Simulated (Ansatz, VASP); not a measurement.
# Two plane-wave programs on Eu

```
Eu
1.0
    -2.29057    2.29057    2.29057
     2.29057   -2.29057    2.29057
     2.29057    2.29057   -2.29057
Eu
1
Direct
  0.00000 0.00000 0.00000
```

Change from the starting cell: volume scaled by 1.02, PAW files.

Alike in both runs: task electric field gradients; functional PBE; k mesh 11 × 11 × 11; occupations fermi-dirac, width 0.03 eV; collinear spin.

|  | VASP | Ansatz |
| --- | --- | --- |
| version | VASP 6.6.1 | Ansatz 0.2.0 |
| potentials or method | VASP PAW PBE potentials, release 64 (Eu) | PAW with Ansatz's default frozen-core files, scalar-relativistic |
| plane-wave cutoff (eV) | 520 | 420 |
| valence electrons in the cell | 17 | 17 |

```csv
,VASP,Ansatz,Ansatz less VASP
pressure (GPa),-1.7,-1.4,+0.26
net moment per atom (μB),7.31,7.31,+0.003
size of the moment on the site where the two differ most (μB),6.69,7.07,+0.375
```

Site moments also hang on the region over which each program counts them.

Neither program's run includes spin-orbit coupling.
